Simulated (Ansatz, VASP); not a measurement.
# GaSb in VASP and in Ansatz

```xyz
2
Lattice="0.0000 3.0869 3.0869 3.0869 0.0000 3.0869 3.0869 3.0869 0.0000" Properties=species:S:1:pos:R:3 pbc="T T T"
Ga    0.0000    0.0000    0.0000
Sb    4.6304    4.6304    4.6304
```

Alike in both runs: task single point; functional PBE; dispersion D3(BJ); k mesh 6 × 6 × 6; occupations gaussian, width 0.05 eV; no spin polarisation.

```csv
,VASP,Ansatz
version,VASP 6.6.1,Ansatz 0.2.0
potentials or method,"VASP PAW PBE potentials, release 64 (Ga_d, Sb), cutoff 500 eV","scalar-relativistic, plane waves, PAW"
valence electrons in the cell,18,28
```

|  | VASP | Ansatz | Ansatz less VASP |
| --- | --- | --- | --- |
| gap on the k mesh at the Fermi level (eV) | none | none | - |
| pressure (GPa) | -0.9 | -0.9 | -0.06 |

A gap of «none» marks a metal or a gap that the smearing closes. VASP's potentials hold 18 valence electrons a cell and Ansatz's 28, so a difference there can come from the potentials and not from the codes.

Neither program's run includes spin-orbit coupling.
